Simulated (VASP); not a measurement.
# LiF (I4mm) in VASP: single point with PBE

Aim: the single point of LiF with PBE.

Program: VASP 6.6.1. These are calculated values, not measurements. Logs are shortened: lines on timing, memory, paths and dates and some standing lists are left out, and cuts for length are marked.

**1. The cell of the first run**

It takes space group I4mm (No. 107, tetragonal). The conventional cell has a = 2.835 Å, b = 2.835 Å, c = 4.010 Å, α = 90.00°, β = 90.00°, γ = 90.00°. Within 2.6 Å of Li (site symmetry 4mm) lie 6 F at 1.97 to 2.04 Å. Within 2.6 Å of F (site symmetry 4mm) lie 6 Li at 1.97 to 2.04 Å.

**2. Single point, PBE**

INCAR

```
SYSTEM = LiF
ALGO     = Normal         ! electronic algorithm
EDIFF    = 1E-6           ! SCF threshold, eV
ENCUT    = 750            ! plane-wave cutoff, eV
GGA      = PE             ! functional
GGA_COMPAT= .False.      
ISIF     = 2              ! what is computed and relaxed
ISMEAR   = 0              ! smearing method
LASPH    = .True.         ! aspherical terms in the spheres
LCHARG   = .False.        ! write CHGCAR
LREAL    = .False.        ! projectors in reciprocal space
LWAVE    = .False.        ! write WAVECAR
NBANDS   = 12             ! bands
NELM     = 120            ! most SCF steps
PREC     = Accurate       ! precision mode
SIGMA    = 0.01           ! smearing width, eV
```

KPOINTS

```
k-points
0
Gamma
  4 4 4
  0 0 0
```

POSCAR

```
LiF
1.0
    0.0000000000      2.0050000000      2.0050000000
    2.0050000000      0.0000000000      2.0050000000
    2.0050000000      2.0050000000      0.0000000000
Li F
1 1
Direct
   -0.0099750623      0.0099750623      0.0099750623
    0.5000000000      0.5000000000      0.5000000000
```

Potentials or basis: VASP PAW PBE potentials, release 64 (Li_sv, F).

Run with:

```bash
> cat potpaw_PBE.64/Li_sv/POTCAR potpaw_PBE.64/F/POTCAR > POTCAR
> mpirun -np 1 vasp_std > vasp.out
```

OUTCAR:

```text
SYSTEM = LiF
   EDIFF = 1E-6
   ENCUT = 750
   GGA = PE
   ISIF = 2
   ISMEAR = 0
   LASPH = .True.
   LREAL = .False.
   NELM = 120
   PREC = Accurate

 ion  position               nearest neighbor table
   1  0.990  0.010  0.010-   2 1.97   2 2.01   2 2.01   2 2.01   2 2.01   2 2.04
   2  0.500  0.500  0.500-   1 1.97   1 2.01   1 2.01   1 2.01   1 2.01   1 2.04

  LATTYP: Found a face centered cubic cell.
 ALAT       =     4.0100000000

  Lattice vectors:

 A1 = (   0.0000000000,   2.0050000000,   2.0050000000)
 A2 = (   2.0050000000,   0.0000000000,   2.0050000000)
 A3 = (   2.0050000000,   2.0050000000,   0.0000000000)

Analysis of symmetry for initial positions (statically):
=====================================================================
 Subroutine PRICEL returns:
 Original cell was already a primitive cell.

 Routine SETGRP: Setting up the symmetry group for a
 face centered cubic supercell.

 Subroutine GETGRP returns: Found  8 space group operations
 (whereof  8 operations were pure point group operations)
 out of a pool of 48 trial point group operations.

The static configuration has the point symmetry C_4v.

Analysis of symmetry for dynamics (positions and initial velocities):
=====================================================================
 Subroutine PRICEL returns:
 Original cell was already a primitive cell.

 Routine SETGRP: Setting up the symmetry group for a
 face centered cubic supercell.

 Subroutine GETGRP returns: Found  8 space group operations
 (whereof  8 operations were pure point group operations)
 out of a pool of 48 trial point group operations.

The dynamic configuration has the point symmetry C_4v.

 Subroutine INISYM returns: Found  8 space group operations
 (whereof  8 operations are pure point group operations),
 and found     1 'primitive' translations

----------------------------------------------------------------------------------------

                                     Primitive cell

  volume of cell :      16.1203

  direct lattice vectors                    reciprocal lattice vectors
     0.000000000  2.005000000  2.005000000    -0.249376559  0.249376559  0.249376559
     2.005000000  0.000000000  2.005000000     0.249376559 -0.249376559  0.249376559
     2.005000000  2.005000000  0.000000000     0.249376559  0.249376559 -0.249376559

  length of vectors
     2.835498193  2.835498193  2.835498193     0.431932870  0.431932870  0.431932870

  position of ions in fractional coordinates (direct lattice)
     0.990024938  0.009975062  0.009975062
     0.500000000  0.500000000  0.500000000

  ion indices of the primitive-cell ions
   primitive index   ion index
                 1           1
                 2           2

----------------------------------------------------------------------------------------

 KPOINTS: k-points

Automatic generation of k-mesh.
 Grid dimensions read from file:
 generate k-points for:    4    4    4

 Generating k-lattice:

  Cartesian coordinates                     Fractional coordinates (reciprocal lattice)
    -0.062344140  0.062344140  0.062344140     0.250000000  0.000000000  0.000000000
     0.062344140 -0.062344140  0.062344140     0.000000000  0.250000000  0.000000000
     0.062344140  0.062344140 -0.062344140     0.000000000  0.000000000  0.250000000

  Length of vectors
     0.107983217  0.107983217  0.107983217

  Shift w.r.t. Gamma in fractional coordinates (k-lattice)
     0.000000000  0.000000000  0.000000000

 Subroutine IBZKPT returns following result:
 ===========================================

 Found     13 irreducible k-points:

 Following reciprocal coordinates:
            Coordinates               Weight
  0.000000  0.000000  0.000000      1.000000
  0.250000  0.000000  0.000000      8.000000
  0.500000  0.000000  0.000000      4.000000
  0.250000  0.250000  0.000000      4.000000
  0.000000  0.250000  0.250000      2.000000
  0.500000  0.250000  0.000000     16.000000
  0.000000  0.500000  0.250000      8.000000
 -0.250000  0.250000  0.000000      8.000000
  0.000000 -0.250000  0.250000      4.000000
  0.500000  0.500000  0.000000      2.000000
  0.000000  0.500000  0.500000      1.000000
 -0.250000  0.500000  0.250000      4.000000
  0.500000  0.250000 -0.250000      2.000000
   k-points           NKPTS =     13   k-points in BZ     NKDIM =     13   number of bands    NBANDS=     12
   number of dos      NEDOS =    301   number of ions     NIONS =      2
   total plane-waves  NPLWV =  21952
   dimension x,y,z NGX =    28 NGY =   28 NGZ =   28
   dimension x,y,z NGXF=    56 NGYF=   56 NGZF=   56
   ions per type =               1   1
   NGX,Y,Z   is equivalent  to a cutoff of  16.42, 16.42, 16.42 a.u.
   NGXF,Y,Z  is equivalent  to a cutoff of  32.83, 32.83, 32.83 a.u.
 SYSTEM =  LiF
   PREC   = accura    normal or accurate (medium, high low for compatibility)
   ISTART =      0    job   : 0-new  1-cont  2-samecut
   ICHARG =      2    charge: 1-file 2-atom 10-const
   ISPIN  =      1    spin polarized calculation?
   LNONCOLLINEAR =      F non collinear calculations
   LSORBIT =      F    spin-orbit coupling
   LASPH  =      T    aspherical Exc in radial PAW
   ENCUT  =  750.0 eV  55.12 Ry    7.42 a.u.   6.33  6.33  6.33*2*pi/ulx,y,z
   NELM   =    120;   NELMIN=  2; NELMDL= -5     # of ELM steps
   EDIFF  = 0.1E-05   stopping-criterion for ELM
   LREAL  =      F    real-space projection
   EDIFFG = 0.1E-04   stopping-criterion for IOM
   NSW    =      0    number of steps for IOM
   IBRION =     -1    ionic relax: 0-MD 1-quasi-New 2-CG
   NFREE  =      0    steps in history (QN), initial steepest desc. (CG)
   ISIF   =      2    stress and relaxation
   ISYM   =      2    0-nonsym 1-usesym 2-fastsym
   POTIM  = 0.5000    time-step for ionic-motion
   TEBEG  =    0.0;   TEEND  =   0.0 temperature during run
   PSTRESS=    0.0 pullay stress
   NELECT =      10.0000    total number of electrons
   NUPDOWN=      -1.0000    fix difference up-down
   EMIN   =  10.00;   EMAX   =-10.00  energy-range for DOS
   EFERMI =   0.00;   METHOD = LEGACY
   ISMEAR =     0;   SIGMA  =   0.01  broadening in eV -4-tet -1-fermi 0-gaus
   EFERMI_NEDOS =   21; number of points for ismear=-14 and -15
   IALGO  =     38    algorithm
   IMIX   =      4    mixing-type and parameters
     AMIX     =   0.40;   BMIX     =  1.00
     AMIX_MAG =   1.60;   BMIX_MAG =  1.00
  volume/ion in A,a.u.               =       8.06        54.39
  Fermi-wavevector in a.u.,A,eV,Ry     =   1.396209  2.638453 26.523194  1.949400
  Thomas-Fermi vector in A             =   2.519586
   LORBIT       =      0    0 simple, 1 ext, 2 COOP (PROOUT), +10 PAW based schemes
   GGA     = PE    functional components
   LHFCALC =     F    Hartree Fock is set to
   AEXX    =    0.0000 exact exchange contribution
   IVDW    =     0    specifies the selected vdW correction
   LEPSILON=     F    determine dielectric tensor
   LRPA    =     F    only Hartree local field effects (RPA)
 non-spin polarized calculation
 Gauss-broadening in eV      SIGMA  =   0.01
  energy-cutoff  :      750.00
  volume of cell :       16.12
 maximum number of plane-waves:       754
 NGX is ok and might be reduce to    28
   NGX = 13   NGY = 13   NGZ = 13

 number of electron      10.0000001 magnetization

 Free energy of the ion-electron system (eV)
  ---------------------------------------------------
  ext. energy  EPLUGINS =         0.00000000
  ---------------------------------------------------
  free energy    TOTEN  =        -9.63569939 eV

  energy without entropy =       -9.63569939  energy(sigma->0) =       -9.63569939

 E-fermi :  -0.8310     XC(G=0): -10.0491

 val. band max:       -0.9444647421   @ k =   0.0000   0.0000   0.0000
 cond. band min:       8.2484066677   @ k =   0.0000   0.0000   0.0000
 fundamental gap:      9.1928714098
 Fermi energy:        -0.8310184911

 k-point     1 :       0.0000    0.0000    0.0000
  band No.  band energies     occupation
      1     -41.8218      2.00000
      2     -20.9540      2.00000
      3      -0.9473      2.00000
      4      -0.9445      2.00000
      5      -0.9445      2.00000
      6       8.2484      0.00000
      7      23.0557      0.00000
      8      23.0557      0.00000
      9      23.2180      0.00000
     10      23.5195      0.00000
     11      23.6698      0.00000
     12      23.6698      0.00000

 k-point     2 :       0.2500    0.0000    0.0000
  band No.  band energies     occupation
      1     -41.7908      2.00000
      2     -20.7398      2.00000
      3      -2.3369      2.00000
      4      -1.0665      2.00000
      5      -1.0646      2.00000
      6       9.5005      0.00000
      7      17.1151      0.00000
      8      19.7358      0.00000
      9      19.7494      0.00000
     10      26.2428      0.00000
     11      26.7560      0.00000
     12      26.7796      0.00000

 k-point     3 :       0.5000    0.0000    0.0000
  band No.  band energies     occupation
      1     -41.7599      2.00000
      2     -20.5086      2.00000
      3      -3.5062      2.00000
      4      -1.1799      2.00000
      5      -1.1775      2.00000
      6       9.9045      0.00000
      7      15.9290      0.00000
      8      18.0658      0.00000
      9      18.0863      0.00000
     10      29.6312      0.00000
     11      30.3076      0.00000
     12      30.3092      0.00000
[... 121 lines left out ...]
 k-point    12 :      -0.2500    0.5000    0.2500
  band No.  band energies     occupation
      1     -41.7428      2.00000
      2     -20.2621      2.00000
      3      -3.0619      2.00000
      4      -3.0616      2.00000
      5      -1.7548      2.00000
      6      14.2115      0.00000
      7      14.2167      0.00000
      8      16.6270      0.00000
      9      18.4615      0.00000
     10      26.6798      0.00000
     11      26.6933      0.00000
     12      33.3140      0.00000

 k-point    13 :       0.5000    0.2500   -0.2500
  band No.  band energies     occupation
      1     -41.7429      2.00000
      2     -20.2617      2.00000
      3      -3.0612      2.00000
      4      -3.0612      2.00000
      5      -1.7557      2.00000
      6      14.2136      0.00000
      7      14.2136      0.00000
      8      16.5570      0.00000
      9      18.5422      0.00000
     10      26.6853      0.00000
     11      26.6853      0.00000
     12      33.3142      0.00000

------------------------ aborting loop because EDIFF is reached ----------------------------------------

  FORCE on cell =-STRESS in cart. coord.  units (eV):
  Direction    XX          YY          ZZ          XY          YZ          ZX
  --------------------------------------------------------------------------------------
  -------------------------------------------------------------------------------------
  Total        0.2752837      0.2487849      0.2487849      0.0000000      0.0000000      0.0000000
  in kB       27.3601132     24.7264337     24.7264337      0.0000000      0.0000000      0.0000000
  external PRESSURE =      25.6043269 kB  Pullay stress =       0.0000000 kB

 VOLUME and BASIS-vectors are now :
 -----------------------------------------------------------------------------
  energy-cutoff  :      750.00
  volume of cell :       16.12
      direct lattice vectors                 reciprocal lattice vectors
     0.000000000  2.005000000  2.005000000    -0.249376559  0.249376559  0.249376559
     2.005000000  0.000000000  2.005000000     0.249376559 -0.249376559  0.249376559
     2.005000000  2.005000000  0.000000000     0.249376559  0.249376559 -0.249376559

 POSITION                                       TOTAL-FORCE (eV/Angst)
 -----------------------------------------------------------------------------------
      0.04000      2.00500      2.00500        -0.070977      0.000000      0.000000
      2.00500      2.00500      2.00500         0.070977      0.000000      0.000000
 -----------------------------------------------------------------------------------
    total drift:                                0.000102      0.000000      0.000000

  FREE ENERGIE OF THE ION-ELECTRON SYSTEM (eV)
  ---------------------------------------------------
  free  energy   TOTEN  =        -9.6356993921 eV

  energy  without entropy=       -9.6356993921  energy(sigma->0) =       -9.63569939
```

Wall time 8.8 s (1 thread of Intel Xeon Platinum 8375C at 2.90GHz (Ice Lake), shared host); peak memory 0.14 GiB.

Results:

* Free energy: -9.6357 eV
* Pressure: 2.6 GPa
* Largest force: 0.071 eV/Å
* Band gap on the k mesh: 9.19 eV, direct

Forces on the atoms (eV/Å):
```
Li  -0.071  0.000  0.000
F    0.071  0.000  0.000
```

Stress tensor (GPa, compression positive):
```
2.74 0.00 0.00
0.00 2.47 0.00
0.00 0.00 2.47
```

Caveat: the k points lie up to 0.68 Å⁻¹ apart. A hybrid or GW would open this gap; PBE tends to underestimate it.
